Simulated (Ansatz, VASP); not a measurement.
## ZrTl2F: VASP beside Ansatz

File INCAR:

```
PREC = Accurate
ENCUT = 520
EDIFF = 1E-7
ISMEAR = 0
SIGMA = 0.1
LREAL = F
LASPH = T
NELM = 60
ALGO = Normal
ISIF = 2
LWAVE = F
LCHARG = F
GGA = PE
NBANDS = 30
```

KPOINTS

```
regular mesh
0
Gamma
  6 6 6
```

Contents of POSCAR:

```
ZrTl2F
1.0
   -2.4918147700      2.4918147700      3.7599231700
    2.4918147700     -2.4918147700      3.7599231700
    2.4918147700      2.4918147700     -3.7599231700
Zr Tl F
1 2 1
Direct
    0.5000000000      0.5000000000      0.0000000000
    0.5000000000      0.0000000000      0.5000000000
    0.0000000000      0.5000000000      0.5000000000
    0.0000000000      0.0000000000      0.0000000000
```

Input for Ansatz:

```yaml
crystal:
  lattice:
    - [-2.49181477, 2.49181477, 3.75992317]
    - [2.49181477, -2.49181477, 3.75992317]
    - [2.49181477, 2.49181477, -3.75992317]
  atoms:
    - { symbol: Zr, position: [0.5, 0.5, 0.0] }
    - { symbol: Tl, position: [0.5, 0.0, 0.5] }
    - { symbol: Tl, position: [0.0, 0.5, 0.5] }
    - { symbol: F, position: [0.0, 0.0, 0.0] }
basis:
  ecutwfc: 420
kpoints:
  mp_grid: { grid: [6, 6, 6] }
hamiltonian:
  xc: pbe
scf:
  occupations: { method: gaussian, width: 0.1 }
  lower_state_search: "off"
output:
  forces: true
  stress: true
  eigenvalues: true
```

Alike in both runs: task single point; functional PBE; k mesh 6 × 6 × 6; occupations gaussian, width 0.1 eV; no spin polarisation.

|  | VASP | Ansatz |
| --- | --- | --- |
| version | VASP 6.6.1 | Ansatz 0.2.0 |
| potentials or method | VASP PAW PBE potentials, release 64 (Zr_sv, Tl_d, F), cutoff 520 eV | scalar-relativistic, plane waves, PAW |
| valence electrons in the cell | 45 | 45 |

Ansatz gave:

* gap on the k mesh at the Fermi level (eV): none
* pressure (GPa): 27.8
* traceless stress, the component that is largest in VASP (GPa): -32.46

**Question.** Which values does VASP return?

**Answer.** gap on the k mesh at the Fermi level (eV): none; pressure (GPa): 27.7; traceless stress, the component that is largest in VASP (GPa): -32.47.

A gap of «none» marks a metal or a gap that the smearing closes.

Spin-orbit coupling is off throughout.
